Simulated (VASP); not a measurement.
A run of VASP 6.6.1:

The input INCAR:

```
PREC = Accurate
ENCUT = 520
EDIFF = 1E-6
ISMEAR = 0
SIGMA = 0.02
LREAL = F
LASPH = T
NELM = 60
ALGO = Normal
ISIF = 2
LWAVE = F
LCHARG = F
LDIPOL = T
IDIPOL = 3
DIPOL = 0.5 0.5 0.500
GGA = PE
NBANDS = 26
```

File KPOINTS:

```
regular mesh
0
Gamma
  12 12 1
```

Contents of POSCAR:

```
BN
1.0
    2.5071210957      0.0000000000      0.0000000000
   -1.2535605478      2.1712305592      0.0000000000
    0.0000000000      0.0000000000     45.8423717808
B N
4 4
Direct
    0.6666666667      0.3333333333      0.3911371990
    0.3333333333      0.6666666667      0.4638427203
    0.6666666667      0.3333333333      0.5361572797
    0.3333333333      0.6666666667      0.6088628010
    0.3333333333      0.6666666667      0.3911009278
    0.6666666667      0.3333333333      0.4638406344
    0.3333333333      0.6666666667      0.5361593656
    0.6666666667      0.3333333333      0.6088990722
```

Potentials or basis: VASP PAW PBE potentials, release 64 (B, N).

The run is started by

```bash
$ cat potpaw_PBE.64/B/POTCAR potpaw_PBE.64/N/POTCAR > POTCAR
$ mpirun -np 1 vasp_std > vasp.out
```

Hardware: 1 thread of Intel(R) Xeon(R) 6975P-C (Granite Rapids), with other jobs on the host.

Q: Estimate the wall time of this run.

A: Run time: 2.3 min on 1 thread of Intel(R) Xeon(R) 6975P-C (Granite Rapids), on a shared host, peak memory 0.39 GiB. Counts: scf iterations 23, k points 19.
